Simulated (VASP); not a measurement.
A run of VASP 6.6.1:

The input INCAR:

```
SYSTEM = AsS3
PREC = Accurate
ENCUT = 520
EDIFF = 1E-7
ISMEAR = 0
SIGMA = 0.1
LREAL = .False.
LASPH = .True.
NELM = 100
ALGO = Normal
ISIF = 2
LWAVE = .False.
LCHARG = .False.
GGA = PE
NBANDS = 20
```

Contents of KPOINTS:

```
Automatic mesh
0
Gamma
  4 4 4
  0 0 0
```

POSCAR

```
AsS3
1.0
    4.0897977133      0.0000000000      0.0000000000
    0.0000000000      4.0897977133      0.0000000000
    0.0000000000      0.0000000000      4.0897977133
As S
1 3
Direct
    0.0000000000      0.0000000000      0.0000000000
    0.0000000000      0.5000000000      0.5000000000
    0.5000000000      0.0000000000      0.5000000000
    0.5000000000      0.5000000000      0.0000000000
```

Potentials or basis: VASP PAW PBE potentials, release 64 (As, S).

Launch:

```bash
$ cat potpaw_PBE.64/As/POTCAR potpaw_PBE.64/S/POTCAR > POTCAR
$ mpirun -np 1 vasp_std > vasp.out
```

Hardware: 1 thread of Intel(R) Xeon(R) Platinum 8488C (Sapphire Rapids), with other jobs on the host.

Q: Estimate the wall time of this run.

A: It took 8.9 s on 1 thread of Intel(R) Xeon(R) Platinum 8488C (Sapphire Rapids), on a shared host, peak memory 0.16 GiB. Counts: scf iterations 14, k points 10.
